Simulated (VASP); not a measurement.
# Sb in VASP: a series of runs, part 2 of 3

VASP 6.6.1. Earlier steps stand in the parts before.

## (4) Electric field gradients, PBEsol (equal xy, yz and zx shear strains of +3 %)

The input, INCAR:

```
PREC     = Accurate       # precision mode
ENCUT    = 520            # plane-wave cutoff, eV
EDIFF    = 1E-8           # SCF threshold, eV
ISMEAR   = -1             # smearing method
SIGMA    = 0.05           # smearing width, eV
LREAL    = F              # projectors in reciprocal space
LASPH    = T              # aspherical terms in the spheres
NELM     = 60             # most SCF steps
ALGO     = Normal         # electronic algorithm
ISIF     = 2              # what is computed and relaxed
LWAVE    = F              # write WAVECAR
LCHARG   = F              # write CHGCAR
GGA      = PS             # functional
LEFG     = T            
NBANDS   = 12             # bands
```

The input, KPOINTS:

```
regular mesh
0
Gamma
  9 9 9
```

The input, POSCAR:

```
Sb
1.0
    2.2253850772      1.3300686856      3.7948837502
   -2.0758155868      1.2655506756      3.7303657402
    0.0189105096     -2.4271393611      3.7067505096
Sb
2
Direct
    0.2336400000      0.2336400000      0.2336400000
    0.7663600000      0.7663600000      0.7663600000
```

Potentials or basis: VASP PAW PBE potentials, release 64 (Sb).

Launch:

```sh
cat potpaw_PBE.64/Sb/POTCAR > POTCAR
mpirun -np 1 vasp_std > vasp.out
```

OUTCAR:

```text
PREC = Accurate
   ENCUT = 520
   EDIFF = 1E-8
   ISMEAR = -1
   LREAL = F
   LASPH = T
   NELM = 60
   ISIF = 2
   GGA = PS

 ion  position               nearest neighbor table
   1  0.234  0.234  0.234-   2 2.88   2 2.89   2 2.94   2 3.30   2 3.34   2 3.39
   2  0.766  0.766  0.766-   1 2.88   1 2.89   1 2.94   1 3.30   1 3.34   1 3.39

  LATTYP: Found a triclinic cell.
 ALAT       =     4.2455146691
 B/A-ratio  =     1.0133443553
 C/A-ratio  =     1.0436259626
 COS(alpha) =     0.0085981569
 COS(beta)  =     0.4739184296
[... 578 lines left out ...]
  ---------------------------------------------------
  free  energy   TOTEN  =        -9.1009707041 eV

  energy  without entropy=       -9.0988950423  energy(sigma->0) =       -9.09993287

 Electric field gradients (V/A^2)
---------------------------------------------------------------------
 ion       V_xx      V_yy      V_zz      V_xy      V_xz      V_yz
---------------------------------------------------------------------
   1      13.211    27.508   -40.719     6.897    13.264    20.370
   2      13.211    27.508   -40.719     6.897    13.264    20.370
---------------------------------------------------------------------

 Electric field gradients after diagonalization (V/A^2)
 (convention: |V_zz| > |V_xx| > |V_yy|)
----------------------------------------------------------------------
 ion       V_xx      V_yy      V_zz     asymmetry (V_yy - V_xx)/ V_zz
----------------------------------------------------------------------
   1      37.631    10.698   -48.328       0.557
   2      37.631    10.698   -48.328       0.557
----------------------------------------------------------------------

           NMR quadrupolar parameters

 Cq : quadrupolar parameter    Cq=e*Q*V_zz/h
 eta: asymmetry parameters     (V_yy - V_xx)/ V_zz
 Q  : nuclear electric quadrupole moment in mb (millibarn)
----------------------------------------------------------------------
 ion       Cq(MHz)       eta       Q (mb)
----------------------------------------------------------------------
   1      -0.117       0.557       1.000
   2      -0.117       0.557       1.000
----------------------------------------------------------------------
```

Run time: 2.9 min. Hardware: 1 thread of AMD EPYC 9R45 (Zen 5), shared host; peak memory 0.34 GiB.

Results:

```
Free energy            : -9.1010 eV
Pressure               : 0.7 GPa
Largest force          : 0.263 eV/Å
Band gap on the k mesh : zero (band 5 reaches 7.26 eV, above the bottom of band 6 at 7.03 eV)
```

Forces on the atoms (eV/Å):
```
Sb  -0.073 -0.142  0.209
Sb   0.073  0.142 -0.209
```

Levels at points of the mesh, in eV from the Fermi level:
```tsv
k point	band 2	band 3	band 4	band 5	band 6	band 7	band 8	band 9
(0.00, 0.00, 0.00)	-4.72	-2.05	-1.99	-1.45	2.08	2.60	2.97	4.96
```

Electric field gradients, principal values (V/Å²):
| atom | least | middle | greatest (by size) |
| --- | --- | --- | --- |
| 1 Sb | 10.698 | 37.631 | -48.328 |
| 2 Sb | 10.698 | 37.631 | -48.328 |

Caveat: the cell differs from its parent crystal (equal xy, yz and zx shear strains of +3 %); without QUAD_EFG the Cq values of the log hold for a quadrupole moment of 1 mb, not for the nuclei; the PAW data sets were made with another functional, which shifts forces and pressure a little; spin-orbit coupling is left out, which moves the levels of the heavy elements.

## (5) Electric field gradients, PBEsol (volume scaled by 0.94)

The input, INCAR:

```
SYSTEM = Sb
PREC = Accurate
ENCUT = 520
EDIFF = 1E-8
ISMEAR = -1
SIGMA = 0.05
LREAL = .FALSE.
LASPH = .TRUE.
NELM = 100
ALGO = Normal
ISIF = 2
LWAVE = .FALSE.
LCHARG = .FALSE.
GGA = PS
LEFG = .TRUE.
NBANDS = 12
```

The input, KPOINTS:

```
Automatic mesh
0
G
  9 9 9
  0 0 0
```

The input, POSCAR:

```
Sb
1.0
    2.1066982106      1.2163027790      3.6675703910
   -2.1066982106      1.2163027790      3.6675703910
    0.0000000000     -2.4326055579      3.6675703910
Sb
2
Direct
    0.2336400000      0.2336400000      0.2336400000
    0.7663600000      0.7663600000      0.7663600000
```

Potentials or basis: VASP PAW PBE potentials, release 64 (Sb).

Launch:

```sh
cat potpaw_PBE.64/Sb/POTCAR > POTCAR
mpirun -np 1 vasp_std > vasp.out
```

OUTCAR:

```text
SYSTEM = Sb
   PREC = Accurate
   ENCUT = 520
   EDIFF = 1E-8
   ISMEAR = -1
   LREAL = .FALSE.
   LASPH = .TRUE.
   NELM = 100
   ISIF = 2
   GGA = PS

 ion  position               nearest neighbor table
   1  0.234  0.234  0.234-   2 2.84   2 2.84   2 2.84   2 3.28   2 3.28   2 3.28
   2  0.766  0.766  0.766-   1 2.84   1 2.84   1 2.84   1 3.28   1 3.28   1 3.28

  LATTYP: Found a trigonal (rhomboedric) cell.
 ALAT       =     4.4009819783
 COS(alpha) =     0.5417151843

  Lattice vectors:

 A1 = (   2.1066982106,   1.2163027790,   3.6675703910)
 A2 = (  -2.1066982106,   1.2163027790,   3.6675703910)
 A3 = (   0.0000000000,  -2.4326055579,   3.6675703910)

Analysis of symmetry for initial positions (statically):
=====================================================================
 Subroutine PRICEL returns:
 Original cell was already a primitive cell.

 Routine SETGRP: Setting up the symmetry group for a
 trigonal (rhombohedral) supercell.

 Subroutine GETGRP returns: Found 12 space group operations
 (whereof 12 operations were pure point group operations)
 out of a pool of 12 trial point group operations.

The static configuration has the point symmetry D_3d.

Analysis of symmetry for dynamics (positions and initial velocities):
=====================================================================
 Subroutine PRICEL returns:
 Original cell was already a primitive cell.

 Routine SETGRP: Setting up the symmetry group for a
 trigonal (rhombohedral) supercell.

 Subroutine GETGRP returns: Found 12 space group operations
 (whereof 12 operations were pure point group operations)
 out of a pool of 12 trial point group operations.

The dynamic configuration has the point symmetry D_3d.

 Subroutine INISYM returns: Found 12 space group operations
 (whereof 12 operations are pure point group operations),
 and found     1 'primitive' translations

----------------------------------------------------------------------------------------

                                     Primitive cell

  volume of cell :      56.3863

  direct lattice vectors                    reciprocal lattice vectors
     2.106698211  1.216302779  3.667570391     0.237338218  0.137027284  0.090886690
    -2.106698211  1.216302779  3.667570391    -0.237338218  0.137027284  0.090886690
     0.000000000 -2.432605558  3.667570391     0.000000000 -0.274054569  0.090886690

  length of vectors
     4.400981978  4.400981978  4.400981978     0.288732224  0.288732224  0.288732224

  position of ions in fractional coordinates (direct lattice)
     0.233640000  0.233640000  0.233640000
     0.766360000  0.766360000  0.766360000

  ion indices of the primitive-cell ions
   primitive index   ion index
                 1           1
                 2           2

----------------------------------------------------------------------------------------

 KPOINTS: Automatic mesh

Automatic generation of k-mesh.
[... 77 lines left out ...]
   NELECT =      10.0000    total number of electrons
   NUPDOWN=      -1.0000    fix difference up-down
   EMIN   =  10.00;   EMAX   =-10.00  energy-range for DOS
   EFERMI =   0.00;   METHOD = LEGACY
   ISMEAR =    -1;   SIGMA  =   0.05  broadening in eV -4-tet -1-fermi 0-gaus
   EFERMI_NEDOS =   21; number of points for ismear=-14 and -15
   IALGO  =     38    algorithm
   IMIX   =      4    mixing-type and parameters
     AMIX     =   0.40;   BMIX     =  1.00
     AMIX_MAG =   1.60;   BMIX_MAG =  1.00
  volume/ion in A,a.u.               =      28.19       190.26
  Fermi-wavevector in a.u.,A,eV,Ry     =   0.919779  1.738131 11.510444  0.845994
  Thomas-Fermi vector in A             =   2.045011
   LORBIT       =      0    0 simple, 1 ext, 2 COOP (PROOUT), +10 PAW based schemes
   GGA     = PS    functional components
   LHFCALC =     F    Hartree Fock is set to
   AEXX    =    0.0000 exact exchange contribution
   IVDW    =     0    specifies the selected vdW correction
   LEPSILON=     F    determine dielectric tensor
   LRPA    =     F    only Hartree local field effects (RPA)
 non-spin polarized calculation
  energy-cutoff  :      520.00
  volume of cell :       56.39
 maximum number of plane-waves:      1531
 NGX is ok and might be reduce to    36
   NGX = 17   NGY = 17   NGZ = 17

 number of electron      10.0000000 magnetization

 Free energy of the ion-electron system (eV)
  ---------------------------------------------------
  ext. energy  EPLUGINS =         0.00000000
  ---------------------------------------------------
  free energy    TOTEN  =        -9.05763352 eV

  energy without entropy =       -9.05509242  energy(sigma->0) =       -9.05636297

 E-fermi :   8.0783     XC(G=0):  -9.9590

 val. band max:        8.0737166962   @ k =   0.3333   0.1111   0.1111
 cond. band min:       8.1030845540   @ k =   0.3333   0.2222   0.2222
 fundamental gap:      0.0293678577
 Fermi energy:         8.0783351508

 k-point     1 :       0.0000    0.0000    0.0000
  band No.  band energies     occupation
      1      -5.2708      2.00000
      2       3.6102      2.00000
      3       5.8040      2.00000
      4       6.1004      2.00000
      5       6.1004      2.00000
      6      10.1226      0.00000
      7      10.8368      0.00000
      8      10.8368      0.00000
      9      13.0317      0.00000
     10      13.0317      0.00000
     11      13.2480      0.00000
     12      14.3213      0.00000
[... 331 lines left out ...]
 k-point    24 :       0.4444    0.4444    0.0000
  band No.  band energies     occupation
      1      -2.8240      2.00000
      2       0.0335      2.00000
      3       2.3706      2.00000
      4       4.0133      2.00000
      5       4.0927      2.00000
      6       9.3076      0.00000
      7      13.2572      0.00000
      8      13.7786      0.00000
      9      15.0999      0.00000
     10      16.7778      0.00000
     11      17.9097      0.00000
     12      18.9462      0.00000

 [... further k-points ...]
[... 5 lines left out ...]
  --------------------------------------------------------------------------------------
  -------------------------------------------------------------------------------------
  Total        1.8779108      1.8779108      1.4134894     -0.0000000      0.0000000     -0.0000000
  in kB       53.3595067     53.3595067     40.1633028     -0.0000000      0.0000000     -0.0000000
  external PRESSURE =      48.9607720 kB  Pullay stress =       0.0000000 kB

 VOLUME and BASIS-vectors are now :
 -----------------------------------------------------------------------------
  energy-cutoff  :      520.00
  volume of cell :       56.39
      direct lattice vectors                 reciprocal lattice vectors
     2.106698211  1.216302779  3.667570391     0.237338218  0.137027284  0.090886690
    -2.106698211  1.216302779  3.667570391    -0.237338218  0.137027284  0.090886690
     0.000000000 -2.432605558  3.667570391     0.000000000 -0.274054569  0.090886690

 POSITION                                       TOTAL-FORCE (eV/Angst)
 -----------------------------------------------------------------------------------
      0.00000      0.00000      2.57067         0.000000      0.000000      0.574848
      0.00000      0.00000      8.43204         0.000000     -0.000000     -0.574848
 -----------------------------------------------------------------------------------
    total drift:                                0.000000     -0.000000      0.000000

  FREE ENERGIE OF THE ION-ELECTRON SYSTEM (eV)
  ---------------------------------------------------
  free  energy   TOTEN  =        -9.0576335176 eV

  energy  without entropy=       -9.0550924234  energy(sigma->0) =       -9.05636297

 Electric field gradients (V/A^2)
---------------------------------------------------------------------
 ion       V_xx      V_yy      V_zz      V_xy      V_xz      V_yz
---------------------------------------------------------------------
   1      21.258    21.258   -42.516    -0.000    -0.000    -0.000
   2      21.258    21.258   -42.516    -0.000    -0.000    -0.000
---------------------------------------------------------------------

 Electric field gradients after diagonalization (V/A^2)
 (convention: |V_zz| > |V_xx| > |V_yy|)
----------------------------------------------------------------------
 ion       V_xx      V_yy      V_zz     asymmetry (V_yy - V_xx)/ V_zz
----------------------------------------------------------------------
   1      21.258    21.258   -42.516       0.000
   2      21.258    21.258   -42.516       0.000
----------------------------------------------------------------------

           NMR quadrupolar parameters

 Cq : quadrupolar parameter    Cq=e*Q*V_zz/h
 eta: asymmetry parameters     (V_yy - V_xx)/ V_zz
 Q  : nuclear electric quadrupole moment in mb (millibarn)
----------------------------------------------------------------------
 ion       Cq(MHz)       eta       Q (mb)
----------------------------------------------------------------------
   1      -0.103       0.000       1.000
   2      -0.103       0.000       1.000
----------------------------------------------------------------------
```

It took 67 s on 1 thread of AMD EPYC 7R43 (Zen 3), shared host; peak memory 0.18 GiB.

What came out:

| Item | Value |
| --- | --- |
| Free energy | -9.0576 eV |
| Pressure | 4.9 GPa |
| Largest force | 0.575 eV/Å |
| Band gap on the k mesh | zero (band 5 reaches 8.10 eV, above the bottom of band 6 at 8.02 eV) |

Forces in eV/Å, atoms in the order of the input:
```
Sb   0.000  0.000  0.575
Sb   0.000  0.000 -0.575
```

Electric field gradients, principal values (V/Å²):
| atom | least | middle | greatest (by size) |
| --- | --- | --- | --- |
| 1 Sb | 21.258 | 21.258 | -42.516 |
| 2 Sb | 21.258 | 21.258 | -42.516 |

Caveat: without QUAD_EFG the Cq values of the log hold for a quadrupole moment of 1 mb, not for the nuclei; the PAW data sets were made with another functional, which shifts forces and pressure a little; spin-orbit coupling is left out, which moves the levels of the heavy elements.

[end of part 2 of 3]
